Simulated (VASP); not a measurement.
# NaI (Fm-3m) in VASP: further runs

The runs below take NaI through single point, relaxation of cell and atoms, with PBE.

Program: VASP 6.6.1. These are calculated values, not measurements. Logs are shortened: lines on timing, memory, paths and dates and some standing lists are left out, and cuts for length are marked.

### 1 The cell of the first run

Symmetry: Fm-3m, No. 225, cubic system. The conventional cell has a = 6.739 Å, b = 6.739 Å, c = 6.739 Å, α = 90.00°, β = 90.00°, γ = 90.00°. Within 4.4 Å of Na (site symmetry m-3m) lie 6 I at 3.37 Å. I (site symmetry m-3m) has 6 Na at 3.37 Å within 4.4 Å.

### 2 Single point, PBE (volume scaled by 1.10)

Contents of INCAR:

```
PREC = Accurate
ENCUT = 520
EDIFF = 1E-7
ISMEAR = 0
SIGMA = 0.02
LREAL = F
LASPH = T
NELM = 60
ALGO = Normal
ISIF = 2
LWAVE = F
LCHARG = F
GGA = PE
NBANDS = 14
```

Contents of KPOINTS:

```
Automatic mesh
0
Gamma
  6 6 6
```

Contents of POSCAR:

```
NaI
1.0
    0.0000000000      3.3694622869      3.3694622869
    3.3694622869      0.0000000000      3.3694622869
    3.3694622869      3.3694622869      0.0000000000
Na I
1 1
Direct
    0.0000000000      0.0000000000      0.0000000000
    0.5000000000      0.5000000000      0.5000000000
```

Potentials or basis: VASP PAW PBE potentials, release 64 (Na_pv, I).

On the command line:

```bash
> cat potpaw_PBE.64/Na_pv/POTCAR potpaw_PBE.64/I/POTCAR > POTCAR
> mpirun -np 1 vasp_std > vasp.out
```

OUTCAR:

```text
PREC = Accurate
   ENCUT = 520
   EDIFF = 1E-7
   ISMEAR = 0
   LREAL = F
   LASPH = T
   NELM = 60
   ISIF = 2
   GGA = PE

 ion  position               nearest neighbor table
   1  0.000  0.000  0.000-
   2  0.500  0.500  0.500-

  LATTYP: Found a face centered cubic cell.
 ALAT       =     6.7389245738

  Lattice vectors:

 A1 = (   0.0000000000,   3.3694622869,   3.3694622869)
 A2 = (   3.3694622869,   0.0000000000,   3.3694622869)
 A3 = (   3.3694622869,   3.3694622869,   0.0000000000)

Analysis of symmetry for initial positions (statically):
=====================================================================
 Subroutine PRICEL returns:
 Original cell was already a primitive cell.

 Routine SETGRP: Setting up the symmetry group for a
 face centered cubic supercell.

 Subroutine GETGRP returns: Found 48 space group operations
 (whereof 48 operations were pure point group operations)
 out of a pool of 48 trial point group operations.

The static configuration has the point symmetry O_h .

Analysis of symmetry for dynamics (positions and initial velocities):
=====================================================================
 Subroutine PRICEL returns:
 Original cell was already a primitive cell.

 Routine SETGRP: Setting up the symmetry group for a
 face centered cubic supercell.

 Subroutine GETGRP returns: Found 48 space group operations
 (whereof 48 operations were pure point group operations)
 out of a pool of 48 trial point group operations.

The dynamic configuration has the point symmetry O_h .

 Subroutine INISYM returns: Found 48 space group operations
 (whereof 48 operations are pure point group operations),
 and found     1 'primitive' translations

----------------------------------------------------------------------------------------

                                     Primitive cell

  volume of cell :      76.5089

  direct lattice vectors                    reciprocal lattice vectors
     0.000000000  3.369462287  3.369462287    -0.148391630  0.148391630  0.148391630
     3.369462287  0.000000000  3.369462287     0.148391630 -0.148391630  0.148391630
     3.369462287  3.369462287  0.000000000     0.148391630  0.148391630 -0.148391630

  length of vectors
     4.765139264  4.765139264  4.765139264     0.257021842  0.257021842  0.257021842

  position of ions in fractional coordinates (direct lattice)
     0.000000000  0.000000000  0.000000000
     0.500000000  0.500000000  0.500000000

  ion indices of the primitive-cell ions
   primitive index   ion index
                 1           1
                 2           2

----------------------------------------------------------------------------------------

 KPOINTS: Automatic mesh

Automatic generation of k-mesh.
 Grid dimensions read from file:
 generate k-points for:    6    6    6

 Generating k-lattice:

  Cartesian coordinates                     Fractional coordinates (reciprocal lattice)
    -0.024731938  0.024731938  0.024731938     0.166666667  0.000000000  0.000000000
     0.024731938 -0.024731938  0.024731938     0.000000000  0.166666667  0.000000000
     0.024731938  0.024731938 -0.024731938     0.000000000  0.000000000  0.166666667

  Length of vectors
     0.042836974  0.042836974  0.042836974

  Shift w.r.t. Gamma in fractional coordinates (k-lattice)
     0.000000000  0.000000000  0.000000000

 Subroutine IBZKPT returns following result:
 ===========================================

 Found     16 irreducible k-points:

 Following reciprocal coordinates:
            Coordinates               Weight
  0.000000  0.000000  0.000000      1.000000
  0.166667  0.000000  0.000000      8.000000
  0.333333  0.000000  0.000000      8.000000
  0.500000  0.000000  0.000000      4.000000
  0.166667  0.166667  0.000000      6.000000
  0.333333  0.166667  0.000000     24.000000
[... 8 lines left out ...]
 -0.333333  0.333333  0.166667     24.000000
 -0.333333  0.500000  0.166667     12.000000
   k-points           NKPTS =     16   k-points in BZ     NKDIM =     16   number of bands    NBANDS=     14
   number of dos      NEDOS =    301   number of ions     NIONS =      2
   total plane-waves  NPLWV =  46656
   dimension x,y,z NGX =    36 NGY =   36 NGZ =   36
   dimension x,y,z NGXF=    72 NGYF=   72 NGZF=   72
   ions per type =               1   1
   NGX,Y,Z   is equivalent  to a cutoff of  12.56, 12.56, 12.56 a.u.
   NGXF,Y,Z  is equivalent  to a cutoff of  25.12, 25.12, 25.12 a.u.
 SYSTEM =  unknown system
   PREC   = accura    normal or accurate (medium, high low for compatibility)
   ISTART =      0    job   : 0-new  1-cont  2-samecut
   ICHARG =      2    charge: 1-file 2-atom 10-const
   ISPIN  =      1    spin polarized calculation?
   LNONCOLLINEAR =      F non collinear calculations
   LSORBIT =      F    spin-orbit coupling
   LASPH  =      T    aspherical Exc in radial PAW
   ENCUT  =  520.0 eV  38.22 Ry    6.18 a.u.   8.86  8.86  8.86*2*pi/ulx,y,z
   NELM   =     60;   NELMIN=  2; NELMDL= -5     # of ELM steps
   EDIFF  = 0.1E-06   stopping-criterion for ELM
   LREAL  =      F    real-space projection
   EDIFFG = 0.1E-05   stopping-criterion for IOM
   NSW    =      0    number of steps for IOM
   IBRION =     -1    ionic relax: 0-MD 1-quasi-New 2-CG
   NFREE  =      0    steps in history (QN), initial steepest desc. (CG)
   ISIF   =      2    stress and relaxation
   ISYM   =      2    0-nonsym 1-usesym 2-fastsym
   POTIM  = 0.5000    time-step for ionic-motion
   TEBEG  =    0.0;   TEEND  =   0.0 temperature during run
   PSTRESS=    0.0 pullay stress
   NELECT =      14.0000    total number of electrons
   NUPDOWN=      -1.0000    fix difference up-down
   EMIN   =  10.00;   EMAX   =-10.00  energy-range for DOS
   EFERMI =   0.00;   METHOD = LEGACY
   ISMEAR =     0;   SIGMA  =   0.02  broadening in eV -4-tet -1-fermi 0-gaus
   EFERMI_NEDOS =   21; number of points for ismear=-14 and -15
   IALGO  =     38    algorithm
   IMIX   =      4    mixing-type and parameters
     AMIX     =   0.40;   BMIX     =  1.00
     AMIX_MAG =   1.60;   BMIX_MAG =  1.00
  volume/ion in A,a.u.               =      38.25       258.15
  Fermi-wavevector in a.u.,A,eV,Ry     =   0.929423  1.756355 11.753090  0.863828
  Thomas-Fermi vector in A             =   2.055704
   LORBIT       =      0    0 simple, 1 ext, 2 COOP (PROOUT), +10 PAW based schemes
   GGA     = PE    functional components
   LHFCALC =     F    Hartree Fock is set to
   AEXX    =    0.0000 exact exchange contribution
   IVDW    =     0    specifies the selected vdW correction
   LEPSILON=     F    determine dielectric tensor
   LRPA    =     F    only Hartree local field effects (RPA)
 non-spin polarized calculation
 Gauss-broadening in eV      SIGMA  =   0.02
  energy-cutoff  :      520.00
  volume of cell :       76.51
 maximum number of plane-waves:      2085
   NGX = 17   NGY = 17   NGZ = 17

 number of electron      14.0000003 magnetization

 Free energy of the ion-electron system (eV)
  ---------------------------------------------------
  ext. energy  EPLUGINS =         0.00000000
  ---------------------------------------------------
  free energy    TOTEN  =        -5.36094556 eV

  energy without entropy =       -5.36094556  energy(sigma->0) =       -5.36094556

 E-fermi :   0.1566     XC(G=0):  -7.2285

 val. band max:        0.0326804178   @ k =   0.0000   0.0000   0.0000
 cond. band min:       3.3833258609   @ k =   0.0000   0.0000   0.0000
 fundamental gap:      3.3506454431
 Fermi energy:         0.1566288896

 k-point     1 :       0.0000    0.0000    0.0000
  band No.  band energies     occupation
      1     -22.5841      2.00000
      2     -22.5841      2.00000
      3     -22.5841      2.00000
      4     -10.7113      2.00000
      5       0.0327      2.00000
      6       0.0327      2.00000
      7       0.0327      2.00000
      8       3.3833      0.00000
      9       7.9393      0.00000
     10       7.9393      0.00000
     11       7.9393      0.00000
     12       9.5707      0.00000
     13       9.5707      0.00000
     14      10.3530      0.00000

 k-point     2 :       0.1667    0.0000    0.0000
  band No.  band energies     occupation
      1     -22.5848      2.00000
      2     -22.5842      2.00000
      3     -22.5841      2.00000
      4     -10.6599      2.00000
      5      -0.5653      2.00000
      6      -0.0245      2.00000
      7      -0.0245      2.00000
      8       4.1213      0.00000
      9       7.4165      0.00000
     10       8.0724      0.00000
     11       8.0724      0.00000
     12       9.0615      0.00000
     13       9.0615      0.00000
     14      10.3915      0.00000

 k-point     3 :       0.3333    0.0000    0.0000
  band No.  band energies     occupation
      1     -22.5861      2.00000
      2     -22.5843      2.00000
      3     -22.5842      2.00000
      4     -10.5525      2.00000
      5      -1.4110      2.00000
      6      -0.1323      2.00000
      7      -0.1323      2.00000
      8       4.9612      0.00000
      9       7.4815      0.00000
     10       7.6075      0.00000
     11       7.6075      0.00000
     12       9.8265      0.00000
     13      10.0466      0.00000
     14      10.0466      0.00000

 k-point     4 :       0.5000    0.0000    0.0000
  band No.  band energies     occupation
      1     -22.5868      2.00000
      2     -22.5843      2.00000
      3     -22.5843      2.00000
      4     -10.4965      2.00000
      5      -1.7533      2.00000
      6      -0.1834      2.00000
      7      -0.1834      2.00000
      8       5.0801      0.00000
      9       7.3578      0.00000
     10       7.3578      0.00000
     11       7.9020      0.00000
     12      10.0359      0.00000
     13      11.8365      0.00000
     14      11.8365      0.00000

 k-point     5 :       0.1667    0.1667    0.0000
  band No.  band energies     occupation
      1     -22.5847      2.00000
      2     -22.5843      2.00000
      3     -22.5843      2.00000
      4     -10.6436      2.00000
      5      -0.5608      2.00000
      6      -0.1335      2.00000
      7      -0.1335      2.00000
      8       4.3538      0.00000
      9       7.0395      0.00000
     10       7.8678      0.00000
     11       8.4241      0.00000
[... 140 lines left out ...]
 k-point    14 :       0.5000    0.3333    0.1667
  band No.  band energies     occupation
      1     -22.5860      2.00000
      2     -22.5851      2.00000
      3     -22.5846      2.00000
      4     -10.4873      2.00000
      5      -1.3358      2.00000
      6      -0.6917      2.00000
      7      -0.3652      2.00000
      8       5.6297      0.00000
      9       6.7570      0.00000
     10       6.7893      0.00000
     11       8.6250      0.00000
     12       9.7977      0.00000
     13      11.6758      0.00000
     14      12.3124      0.00000

 k-point    15 :      -0.3333    0.3333    0.1667
  band No.  band energies     occupation
      1     -22.5861      2.00000
      2     -22.5853      2.00000
      3     -22.5847      2.00000
      4     -10.4518      2.00000
      5      -1.3581      2.00000
      6      -0.9002      2.00000
      7      -0.4764      2.00000
      8       5.7957      0.00000
      9       6.5026      0.00000
     10       7.6210      0.00000
     11       8.2256      0.00000
     12      10.0824      0.00000
     13      11.1597      0.00000
     14      12.3755      0.00000

 k-point    16 :      -0.3333    0.5000    0.1667
  band No.  band energies     occupation
      1     -22.5859      2.00000
      2     -22.5853      2.00000
      3     -22.5850      2.00000
      4     -10.4378      2.00000
      5      -1.3121      2.00000
      6      -0.8484      2.00000
      7      -0.6760      2.00000
      8       5.1692      0.00000
      9       6.5472      0.00000
     10       8.2031      0.00000
     11       8.2698      0.00000
     12      10.9434      0.00000
     13      11.8828      0.00000
     14      11.9800      0.00000

------------------------ aborting loop because EDIFF is reached ----------------------------------------

  FORCE on cell =-STRESS in cart. coord.  units (eV):
  Direction    XX          YY          ZZ          XY          YZ          ZX
  --------------------------------------------------------------------------------------
  -------------------------------------------------------------------------------------
  Total       -0.5473714     -0.5473714     -0.5473714      0.0000000     -0.0000000     -0.0000000
  in kB      -11.4625414    -11.4625414    -11.4625414      0.0000000     -0.0000000     -0.0000000
  external PRESSURE =     -11.4625414 kB  Pullay stress =       0.0000000 kB

 VOLUME and BASIS-vectors are now :
 -----------------------------------------------------------------------------
  energy-cutoff  :      520.00
  volume of cell :       76.51
      direct lattice vectors                 reciprocal lattice vectors
     0.000000000  3.369462287  3.369462287    -0.148391630  0.148391630  0.148391630
     3.369462287  0.000000000  3.369462287     0.148391630 -0.148391630  0.148391630
     3.369462287  3.369462287  0.000000000     0.148391630  0.148391630 -0.148391630

 POSITION                                       TOTAL-FORCE (eV/Angst)
 -----------------------------------------------------------------------------------
      0.00000      0.00000      0.00000        -0.000000     -0.000000     -0.000000
      3.36946      3.36946      3.36946         0.000000      0.000000      0.000000
 -----------------------------------------------------------------------------------
    total drift:                                0.000000      0.000000      0.000000

  FREE ENERGIE OF THE ION-ELECTRON SYSTEM (eV)
  ---------------------------------------------------
  free  energy   TOTEN  =        -5.3609455614 eV

  energy  without entropy=       -5.3609455614  energy(sigma->0) =       -5.36094556
```

Run time: 10 s. Hardware: 1 thread of Intel Xeon Platinum 8488C (Sapphire Rapids), shared host; peak memory 0.21 GiB.

What came out:

```yaml
Free_energy: -5.3609 eV
Pressure: -1.1 GPa
Band_gap_on_the_k_mesh: 3.35 eV, direct
```

Caveat: the cell differs from its parent crystal (volume scaled by 1.10); spin-orbit coupling is left out, which moves the levels of the heavy elements.

### 3 Relaxation of cell and atoms, PBE

This run uses another cell than the first one, of 33.90 Å³/atom, 0.886 times its volume.

Contents of INCAR:

```
ALGO     = Normal         # electronic algorithm
EDIFF    = 1E-6           # SCF threshold, eV
EDIFFG   = -0.005         # ionic threshold
ENCUT    = 600            # plane-wave cutoff, eV
GGA      = PE             # functional
IBRION   = 2              # ionic algorithm
ISIF     = 3              # what is computed and relaxed
ISMEAR   = 0              # smearing method
LASPH    = T              # aspherical terms in the spheres
LCHARG   = F              # write CHGCAR
LREAL    = F              # projectors in reciprocal space
LWAVE    = F              # write WAVECAR
NELM     = 100            # most SCF steps
NSW      = 100            # ionic steps
PREC     = Accurate       # precision mode
SIGMA    = 0.02           # smearing width, eV
```

Contents of KPOINTS:

```
k-points
0
Gamma
  6 6 6
```

Contents of POSCAR:

```
NaI
1.0
    0.0000000000      3.2364000000      3.2364000000
    3.2364000000      0.0000000000      3.2364000000
    3.2364000000      3.2364000000      0.0000000000
Na I
1 1
Direct
    0.0000000000      0.0000000000      0.0000000000
    0.5000000000      0.5000000000      0.5000000000
```

Potentials or basis: VASP PAW PBE potentials, release 64 (Na_pv, I).

On the command line:

```bash
> cat potpaw_PBE.64/Na_pv/POTCAR potpaw_PBE.64/I/POTCAR > POTCAR
> mpirun -np 1 vasp_std > vasp.out
```

It took 30 s on 1 thread of Intel Xeon Platinum 8488C (Sapphire Rapids), shared host; peak memory 0.24 GiB.

The run converged. Its results:

```
Free energy                            : -5.3874 eV
Relaxed volume                         : 34.79 Å³/atom
Relaxed cell                           : a = 4.617 Å, b = 4.617 Å, c = 4.617 Å, α = 60.00°, β = 60.00°, γ = 60.00°
Space group after relaxing (to 0.05 Å) : Fm-3m (No. 225)
Energy gained by relaxing              : 1.2 meV/atom
Ionic steps                            : 3
Pressure after relaxing                : 0.0 GPa
Band gap on the k mesh                 : 3.57 eV, direct
```

The path:
```
step  energy change (eV)  largest force (eV/Å)  pressure (GPa)  volume (Å³)
   1              0.0000                0.0000            0.44        67.80
   2             -0.0018                0.0000            0.21        68.73
   3             -0.0024                0.0000            0.02        69.57
```

Final structure:
```
Na I
1.0
     0.00000    3.26438    3.26438
     3.26438    0.00000    3.26438
     3.26438    3.26438    0.00000
Na I
1 1
Direct
  0.00000 0.00000 0.00000
  0.50000 0.50000 0.50000
```

Levels at points of the mesh, in eV from the valence-band top:
| k point | band 4 | band 5 | band 6 | band 7 | band 8 | band 9 | band 10 | band 11 |
| --- | --- | --- | --- | --- | --- | --- | --- | --- |
| (0.00, 0.00, 0.00) | -10.95 | 0.00 | 0.00 | 0.00 | 3.57 | 7.93 | 7.93 | 7.93 |
| (0.50, 0.00, 0.00) | -10.66 | -2.09 | -0.27 | -0.27 | 5.09 | 7.42 | 7.42 | 8.54 |
| (0.50, 0.50, 0.00) | -10.59 | -1.82 | -0.71 | -0.71 | 4.47 | 5.60 | 9.71 | 11.15 |

Caveat: spin-orbit coupling is left out, which moves the levels of the heavy elements. Zero-point motion and thermal expansion aren't in these numbers.
